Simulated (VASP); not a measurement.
A run of VASP 6.6.1:

Contents of INCAR:

```
PREC = Accurate
ENCUT = 520
EDIFF = 1E-6
ISMEAR = 0
SIGMA = 0.15
LREAL = False
LASPH = True
NELM = 60
ALGO = Fast
ISIF = 2
LWAVE = False
LCHARG = False
GGA = PS
NBANDS = 20
```

File KPOINTS:

```
regular mesh
0
Gamma
  18 18 16
```

POSCAR

```
TaRu
1.0
    3.2887445543      0.0000000000      0.0000000000
    0.0000000000      3.2887445543      0.0000000000
    0.0000000000      0.0000000000      2.9205516658
Ta Ru
1 1
Direct
    0.5000000000      0.5000000000      0.5000000000
    0.0000000000      0.0000000000      0.0000000000
```

Potentials or basis: VASP PAW PBE potentials, release 64 (Ta_pv, Ru_pv).

Launch:

```console
$ cat potpaw_PBE.64/Ta_pv/POTCAR potpaw_PBE.64/Ru_pv/POTCAR > POTCAR
$ mpirun -np 1 vasp_std > vasp.out
```

Hardware: 1 thread of Intel(R) Xeon(R) 6975P-C (Granite Rapids) (shared host).

**Question.** How long does it take, and how much memory?

**Answer.** It took 91 s on 1 thread of Intel(R) Xeon(R) 6975P-C (Granite Rapids) (shared host), peak memory 0.4 GiB. Counts: scf iterations 14, k points 495.
